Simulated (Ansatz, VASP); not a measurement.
**ZrC in VASP and in Ansatz**

Contents of INCAR:

```
SYSTEM = ZrC
PREC     = Accurate       ! precision mode
ENCUT    = 520            ! plane-wave cutoff, eV
EDIFF    = 1E-7           ! SCF threshold, eV
ISMEAR   = -1             ! smearing method
SIGMA    = 0.05           ! smearing width, eV
LREAL    = .False.        ! projectors in reciprocal space
LASPH    = .True.         ! aspherical terms in the spheres
NELM     = 60             ! most SCF steps
ALGO     = Normal         ! electronic algorithm
ISIF     = 2              ! what is computed and relaxed
LWAVE    = .False.        ! write WAVECAR
LCHARG   = .True.         ! write CHGCAR
LELF     = .True.         ! ELF
LVHAR    = .True.       
NBANDS   = 15             ! bands
```

Contents of KPOINTS:

```
regular mesh
0
Gamma
  10 10 10
  0 0 0
```

File POSCAR:

```
ZrC
1.0
    0.0000000000      2.4113843250      2.4113843250
    2.4113843250      0.0000000000      2.4113843250
    2.4113843250      2.4113843250      0.0000000000
Zr C
1 1
Direct
    0.5000000000      0.5000000000      0.5000000000
    0.0000000000      0.0000000000      0.0000000000
```

Contents of input.yaml:

```yaml
crystal:
  lattice:
    - [0.0, 2.411384325, 2.411384325]
    - [2.411384325, 0.0, 2.411384325]
    - [2.411384325, 2.411384325, 0.0]
  atoms:
    - { symbol: Zr, position: [0.5, 0.5, 0.5] }
    - { symbol: C, position: [0.0, 0.0, 0.0] }
hamiltonian:
  xc: lda
  pseudopotentials: { kind: paw, xc_functional: lda, accuracy: standard }
kpoints:
  mp_grid: { grid: [10, 10, 10] }
scf:
  occupations: { method: fermi_dirac, width: 0.05 }
output:
  forces: true
  stress: true
  eigenvalues: true
  write_density: true
  write_potential: true
  elf: true
  volumetric_format: npy
```

Alike in both runs: task single point; functional LDA; k mesh 10 × 10 × 10; occupations fermi-dirac, width 0.05 eV; no spin polarisation.

|  | VASP | Ansatz |
| --- | --- | --- |
| version | VASP 6.6.1 | Ansatz 0.2.0 |
| potentials or method | VASP PAW LDA potentials, release 64 (Zr_sv, C) | JTH PAW LDA |
| plane-wave cutoff (eV) | 520 | 990 |
| valence electrons in the cell | 16 | 16 |

|  | VASP | Ansatz | Ansatz less VASP |
| --- | --- | --- | --- |
| gap on the k mesh at the Fermi level (eV) | none | none | - |
| pressure (GPa) | -22.0 | -22.5 | -0.52 |

LDA's correlation is that of Perdew and Zunger in VASP and of Perdew and Wang (1992) in Ansatz. A gap of «none» marks a metal or a gap that the smearing closes.
